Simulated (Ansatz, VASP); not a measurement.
# Two plane-wave programs on CO2

File INCAR:

```
SYSTEM = CO2
  PREC = Accurate
  ENCUT = 520
  EDIFF = 1E-7
  ISMEAR = 0
  SIGMA = 0.02
  LREAL = .False.
  LASPH = .True.
  NELM = 60
  ALGO = Normal
  ISIF = 2
  LWAVE = .False.
  LCHARG = .False.
  GGA = PS
  NBANDS = 25
```

KPOINTS

```
Automatic mesh
0
Gamma
  6 6 6
  0 0 0
```

POSCAR

```
CO2
1.0
    4.5946341885      0.0000000000      0.0000000000
    0.0000000000      4.5946341885      0.0000000000
    0.1913922767      0.0000000000      4.7848069164
C O
2 4
Direct
    0.5000000000      0.5000000000      0.5000000000
    0.0000000000      0.0000000000      0.0000000000
    0.3203915717      0.6796084283      0.5000000000
    0.6796084283      0.3203915717      0.5000000000
    0.1796084283      0.1796084283      0.0000000000
    0.8203915717      0.8203915717      0.0000000000
```

Input for Ansatz:

```yaml
crystal:
  lattice:
    - [4.5946341885, 0.0, 0.0]
    - [0.0, 4.5946341885, 0.0]
    - [0.1913922767, 0.0, 4.7848069164]
  atoms:
    - { symbol: C, position: [0.5, 0.5, 0.5] }
    - { symbol: C, position: [0.0, 0.0, 0.0] }
    - { symbol: O, position: [0.3203915717, 0.6796084283, 0.5] }
    - { symbol: O, position: [0.6796084283, 0.3203915717, 0.5] }
    - { symbol: O, position: [0.1796084283, 0.1796084283, 0.0] }
    - { symbol: O, position: [0.8203915717, 0.8203915717, 0.0] }
basis:
  ecutwfc: 420
kpoints:
  mp_grid: { grid: [6, 6, 6] }
  band_path: { path: [VBM, CBM], npoints: 2 }
hamiltonian:
  xc: pbesol
scf:
  occupations: { method: gaussian, width: 0.02 }
output:
  forces: true
  stress: true
  eigenvalues: true
checkpoint:
  read: start.run
  write: ck
  compress: false
  write_wavefunctions: false
  write_every: 100000
```

Alike in both runs: task single point; functional PBEsol; k mesh 6 × 6 × 6; occupations gaussian, width 0.02 eV; no spin polarisation.

|  | VASP | Ansatz |
| --- | --- | --- |
| version | VASP 6.6.1 | Ansatz 0.2.0 |
| potentials or method | VASP PAW PBE potentials, release 64 (C, O), cutoff 520 eV | scalar-relativistic, plane waves, PAW |
| valence electrons in the cell | 32 | 32 |

VASP gave:

| Item | Value |
| --- | --- |
| gap on the k mesh at the Fermi level (eV) | 6.57 |
| least direct gap on the mesh (eV) | 6.76 |
| pressure (GPa) | 1.5 |
| traceless stress, the component that is largest in VASP (GPa) | -1.77 |
| rms of the force components (eV/Å) | 0.332 |

Task: Estimate Ansatz's values.

Result: gap on the k mesh at the Fermi level (eV): 6.59; least direct gap on the mesh (eV): 6.78; pressure (GPa): 0.0; traceless stress, the component that is largest in VASP (GPa): -0.04; rms of the force components (eV/Å): 0.002.

VASP's potentials were made for PBE, not for PBEsol. Atom by atom the forces differ by 0.332 eV/Å (rms over components).

Noted on VASP's run: the standard files for N, O and F lose accuracy on very short bonds.
